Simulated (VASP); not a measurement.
The system is Ga.

```
Ga
1.0
     3.38797    0.00000    0.00000
    -1.69399    2.93407    0.00000
     0.00000    0.00000    5.34074
Ga
3
Direct
  0.66667 0.33333 0.72496
  0.66667 0.33333 0.27504
  0.00000 0.00000 0.00000
```

The cell was generated, and may not be a known phase.

* Program: VASP 6.6.1
* Task: relaxation of cell and atoms
* Functional: PBE
* Potentials or basis: VASP PAW PBE potentials, release 64 (Ga_d)
* Cutoff: 600 eV
* k mesh: 6 × 6 × 4
* Occupations: gaussian, width 0.1 eV
* Spin: no spin polarisation

At the start: pressure 16.2 GPa; volume 17.70 Å³/atom.

How do energy, volume and symmetry change on relaxing?

Over 13 steps the energy falls by 236.3 meV/atom and the volume is 21.28 Å³/atom (+20.2 %); space group P-6m2 (No. 187, to 0.1 Å) before and after.

The path:
```tsv
step	energy change (eV)	largest force (eV/Å)	pressure (GPa)	volume (Å³)
1	0.0000	1.0578	16.16	53.09
2	-0.5974	0.1185	-1.31	67.99
3	-0.5999	0.1827	-0.53	66.62
4	-0.6000	0.1664	-0.75	66.98
5	-0.6522	0.1404	-1.16	66.71
6	-0.6830	0.1315	-0.72	66.40
7	-0.6906	0.1925	-1.11	65.60
8	-0.6985	0.1567	-1.02	65.97
9	-0.7073	0.1108	0.06	64.09
10	-0.7075	0.1036	0.19	63.80
11	-0.7075	0.1011	0.31	63.71
12	-0.7075	0.1028	0.26	63.76
13	-0.7089	0.0200	0.06	63.83
```

Final structure:
```xyz
3
Lattice="3.4207 0.0000 0.0000 -1.7103 2.9624 0.0000 0.0000 0.0000 6.2993" Properties=species:S:1:pos:R:3 pbc="T T T"
Ga    1.7103    0.9875    4.4537
Ga    1.7103    0.9875    1.8457
Ga    3.4207    0.0000    0.0000
```

Caveat: the volume moved by over 15 % at a fixed basis, so the end points are rough.
